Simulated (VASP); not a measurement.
PbF2:

```
Pb F
1.0
     0.00000    2.96044    2.96044
     2.96044    0.00000    2.96044
     2.96044    2.96044    0.00000
Pb F
1 2
Cartesian
  0.0000 0.0000 0.0000
  1.4802 1.4802 1.4802
  4.4407 4.4407 4.4407
```

Base run:

```yaml
Program: VASP 6.6.1
Functional: PBEsol
Potentials_or_basis: VASP PAW PBE potentials, release 64 (Pb_d, F)
Cutoff: 520 eV
k_mesh: 6 × 6 × 6
Occupations: gaussian, width 0.01 eV
Spin: no spin polarisation
```

Its results: band gap on the k mesh 4.32 eV, indirect (least direct gap 4.46 eV); pressure -1.1 GPa.

After a change of settings the same cell gave: band gap on the k mesh 4.96 eV, indirect (least direct gap 5.08 eV); pressure -0.1 GPa. Which change was it?
A. cutoff from 520 eV to 600 eV; occupations from gaussian, width 0.01 eV to methfessel-paxton, width 0.05 eV; further incar settings from ALGO = Normal; EDIFF = 1e-07; NBANDS = 21 to ALGO = Normal; EDIFF = 1e-06; NBANDS = 21
B. functional from PBEsol to r2SCAN
C. cutoff from 520 eV to 600 eV; further incar settings from ALGO = Normal; EDIFF = 1e-07; NBANDS = 21 to ALGO = Normal; EDIFF = 1e-06; NBANDS = 21
D. functional from PBEsol to HSE06; k mesh from 6 × 6 × 6 to 4 × 4 × 4

B.

r2SCAN gives the wider gap, since meta-GGAs in the generalised Kohn-Sham scheme recover part of the derivative discontinuity.

Caveats: the PAW data sets were made with another functional, which shifts forces and pressure a little; spin-orbit coupling is left out, which moves the levels of the heavy elements.
